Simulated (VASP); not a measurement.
The system is PbS.

```
Pb S
1.0
     0.00000    3.03263    3.03263
     3.03263    0.00000    3.03263
     3.03263    3.03263    0.00000
Pb S
1 1
Direct
  0.00000 0.00000 0.00000
  0.50000 0.50000 0.50000
```

Base run:

| Property | Result |
| --- | --- |
| Program | VASP 6.6.1 |
| Functional | PBE |
| Potentials or basis | VASP PAW PBE potentials, release 64 (Pb_d, S) |
| Cutoff | 520 eV |
| k mesh | 8 × 8 × 8 |
| Occupations | fermi-dirac, width 0.06 eV |
| Spin | no spin polarisation |

Its results: band gap on the k mesh 0.59 eV, direct; pressure -1.5 GPa.

Question: The run is repeated on the same cell with these changes: functional from PBE to LDA; potentials or basis from VASP PAW PBE potentials, release 64 (Pb_d, S) to VASP PAW LDA potentials, release 64 (Pb_d, S). What comes out?

Answer: Band gap on the k mesh 0.42 eV, direct; pressure -5.6 GPa.

Caveats: spin-orbit coupling is left out, which moves the levels of the heavy elements.

A k mesh can miss the band edges.
